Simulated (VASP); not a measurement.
RuS2, 3 atoms in the cell. Symmetry: P-3m1, No. 164, trigonal system. The conventional cell has a = 3.403 Å, b = 3.403 Å, c = 4.988 Å, α = 90.00°, β = 90.00°, γ = 120.00°. Ru (site symmetry -3m) has 6 S at 2.36 Å within 3.1 Å. Within 3.1 Å of S (site symmetry 3m) lie 3 Ru at 2.36 Å and 3 S at 3.09 Å. 

| Quantity | Value |
| --- | --- |
| Program | VASP 6.6.1 |
| Task | single point |
| Functional | PBEsol |
| Potentials or basis | VASP PAW PBE potentials, release 64 (Ru_pv, S) |
| Cutoff | 520 eV |
| k mesh | 10 × 10 × 6 |
| Occupations | gaussian, width 0.05 eV |
| Spin | collinear spin, ferromagnetic start |
| Starting moments | [0.28, 0.0, 0.0] μB |
| Dipole correction | no |
| Further INCAR settings | ALGO = Normal; EDIFF = 1e-06; NBANDS = 24 |

Potentials or basis: VASP PAW PBE potentials, release 64 (Ru_pv, S).

Run with:

```bash
$ cat potpaw_PBE.64/Ru_pv/POTCAR potpaw_PBE.64/S/POTCAR > POTCAR
$ mpirun -np 1 vasp_std > vasp.out
```

Hardware: 1 thread of Intel Xeon 8259CL (shared host).

Estimate the wall time of this run.

It took 3.8 min on 1 thread of Intel Xeon 8259CL (shared host), peak memory 0.28 GiB. Counts: scf iterations 17, k points 72.
